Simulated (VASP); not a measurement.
# CsAs: single point with LDA

CsAs:

```
Cs As
1.0
     3.57883    0.00000    0.00000
     0.00000    3.57883    0.00000
     0.00000    0.00000    3.57883
Cs As
1 1
Direct
  0.00000 0.00000 0.00000
  0.50000 0.50000 0.50000
```

* Program: VASP 6.6.1
* Task: single point
* Functional: LDA
* Potentials or basis: VASP PAW LDA potentials, release 64 (Cs_sv, As)
* Cutoff: 520 eV
* k mesh: 6 × 6 × 6
* Occupations: fermi-dirac, width 0.05 eV
* Spin: no spin polarisation

```json
{
  "Pressure": "21.1 GPa",
  "Band gap on the k mesh": "zero (band 7 reaches 6.86 eV, above the bottom of band 8 at 1.89 eV)"
}
```

Levels at points of the mesh, in eV from the Fermi level:
```csv
k point,band 3,band 4,band 5,band 6,band 7,band 8,band 9,band 10,band 11,band 12
"(0.00, 0.00, 0.00)",-8.19,-8.19,-8.19,1.15,1.15,1.52,1.52,1.52,7.95,8.58
"(0.50, 0.00, 0.00)",-7.61,-7.61,-6.53,-3.16,-0.39,-0.39,2.91,5.50,9.50,9.94
"(0.50, 0.50, 0.00)",-10.47,-10.42,-7.28,-0.09,-0.09,0.95,2.96,4.79,5.08,5.08
"(0.50, 0.50, 0.50)",-9.56,-9.56,-9.42,-3.83,-3.83,-3.83,10.81,10.81,10.81,12.00
```

Wall time 9.5 s on 1 thread of Intel Xeon 6975P-C, with other jobs on the host, peak memory 0.14 GiB.

Caveat: spin-orbit coupling is left out, which moves the levels of the heavy elements.
